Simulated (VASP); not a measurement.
Input of a VASP 6.6.1 run:

The input INCAR:

```
PREC     = Accurate       # precision mode
ENCUT    = 520            # plane-wave cutoff, eV
EDIFF    = 1E-6           # SCF threshold, eV
ISMEAR   = -1             # smearing method
SIGMA    = 0.1            # smearing width, eV
LREAL    = F              # projectors in reciprocal space
LASPH    = T              # aspherical terms in the spheres
NELM     = 80             # most SCF steps
ALGO     = Normal         # electronic algorithm
ISIF     = 2              # what is computed and relaxed
LWAVE    = F              # write WAVECAR
LCHARG   = T              # write CHGCAR
GGA      = B5             # functional
ALDAX    = 1.0          
AGGAX    = 1.0          
AGGAC    = 1.0          
ALDAC    = 0.0          
LELF     = T              # ELF
LVHAR    = T            
NBANDS   = 14             # bands
```

File KPOINTS:

```
regular mesh
0
Gamma
  12 12 12
```

POSCAR

```
Bi
1.0
   -1.9625019499      1.9625019499      1.9625019499
    1.9625019499     -1.9625019499      1.9625019499
    1.9625019499      1.9625019499     -1.9625019499
Bi
1
Direct
    0.0000000000      0.0000000000      0.0000000000
```

Potentials or basis: VASP PAW PBE potentials, release 64 (Bi_d).

Command:

```bash
$ cat potpaw_PBE.64/Bi_d/POTCAR > POTCAR
$ mpirun -np 1 vasp_std > vasp.out
```

Q: Predict the pressure.

A: 6.9 GPa.

Caveat: the PAW data sets were made with another functional, which shifts forces and pressure a little.
